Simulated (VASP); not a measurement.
A run of VASP 6.6.1 is set up as follows.

INCAR

```
SYSTEM = Be
  ALGO = Normal
  EDIFF = 1E-6
  ENCUT = 520
  GGA = PE
  ISIF = 2
  ISMEAR = -1
  LASPH = .TRUE.
  LCHARG = .FALSE.
  LREAL = Auto
  LWAVE = .FALSE.
  NBANDS = 60
  NELM = 80
  PREC = Accurate
  SIGMA = 0.17
```

KPOINTS

```
k-points
0
G
  2 2 2
  0 0 0
```

The input POSCAR:

```
Be
1.0
    7.0917640000      0.0000000000      0.0000000000
   -3.5458820000      6.1416480000      0.0000000000
    0.0000000000      0.0000000000      7.4085300000
Be
36
Direct
   -0.0701013569     -0.1040763000     -0.0462439917
    0.0860871976      0.1137968181      0.2833355605
    0.0069544866     -0.0438481658      0.5215069656
    0.1032824880      0.1279949616      0.7465448611
   -0.0428592319      0.3058625307     -0.0149017416
    0.1311041861      0.5154316887      0.2657882198
    0.0141384270      0.2540034857      0.5099932105
    0.0634967858      0.4384816583      0.7458294695
   -0.0197140727      0.6113831336      0.0109333431
    0.1417936928      0.8451965987      0.2286958411
   -0.0089197384      0.6351715370      0.5266901801
    0.1494867406      0.8318451334      0.7446551475
    0.3354816305     -0.0883964695     -0.0112033021
    0.4061713713      0.1826545579      0.2278589680
    0.3411387892     -0.0136282639      0.4643836227
    0.4351876417      0.1018781930      0.7203183358
    0.2967881434      0.2952302053     -0.0098130128
    0.4395016248      0.5011846983      0.2772614810
    0.3315764238      0.2786222851      0.5029742742
    0.3796374021      0.4921480358      0.7165119126
    0.3200719706      0.5782975514     -0.0383611864
    0.4109403669      0.8120947342      0.2801770392
    0.3100508451      0.6361484735      0.4970756682
    0.4088069722      0.8140323249      0.7679391188
    0.6642545157     -0.0975959547      0.0183437200
    0.7800909022      0.1749693242      0.2716328340
    0.6881743489     -0.0275333266      0.5217364308
    0.7353402497      0.1736830245      0.7868632509
    0.6622126923      0.2926087591      0.0441248129
    0.8015971281      0.5010707224      0.2957401806
    0.6910449687      0.2627633495      0.5164722286
    0.7928206910      0.4944601188      0.8156138937
    0.6298900390      0.5778904945      0.0245392811
    0.7864349628      0.8530772197      0.2338655577
    0.6666892550      0.6666614563      0.5237206301
    0.7813275249      0.8305099869      0.7320210622
```

Potentials or basis: VASP PAW PBE potentials, release 64 (Be).

Launch:

```sh
$ cat potpaw_PBE.64/Be/POTCAR > POTCAR
$ mpirun -np 1 vasp_std > vasp.out
```

Task: Predict the pressure.

Result: -2.3 GPa.

Task: Predict the largest force.

Result: 3.634 eV/Å.

Task: Estimate the band gap on the k mesh.

Result: Zero (bands 36 and 37 overlap by 0.76 eV).

Forces in eV/Å, atoms in the order of the input:
```
Be   2.641  0.528  2.440
Be   0.263  2.026 -1.225
Be  -0.013 -1.467 -0.990
Be  -0.351  1.292  0.647
Be   1.403 -0.905  1.811
Be  -0.977 -0.975 -0.903
Be  -0.738  0.699 -0.357
Be  -0.229  2.074 -0.462
Be   1.109  0.928  1.604
Be  -1.581 -0.560  0.485
Be  -0.122 -0.842 -0.325
Be  -2.649 -0.731  0.272
Be  -0.316  0.934  0.779
Be   1.148 -0.250  0.307
Be  -0.022 -1.067  0.787
Be  -0.971  2.269  0.635
Be   0.824 -1.236  0.357
Be  -0.584  0.393 -0.587
Be   0.345 -0.213  0.087
Be   1.441 -0.274  0.712
Be  -1.144  1.284  1.732
Be   1.811  1.310 -1.843
Be   0.393 -0.610  1.143
Be   2.652 -0.418 -1.130
Be  -2.299  0.919 -1.181
Be   0.147 -0.596 -0.431
Be  -0.707 -0.644 -0.364
Be   1.147 -1.196 -0.502
Be  -0.106 -0.444 -0.690
Be  -1.006  0.058 -0.874
Be  -0.795  1.141  0.629
Be  -1.038 -0.456 -2.755
Be   0.399  0.454 -0.358
Be   0.413 -1.359  1.550
Be   0.075 -2.363 -1.984
Be  -0.564  0.296  0.983
```

Caveat: the k points lie up to 0.51 Å⁻¹ apart, too coarse for converged energies and pressures of a metal; forces of over 1 eV/Å act on the atoms, so gaps and moduli don't describe the material at rest.
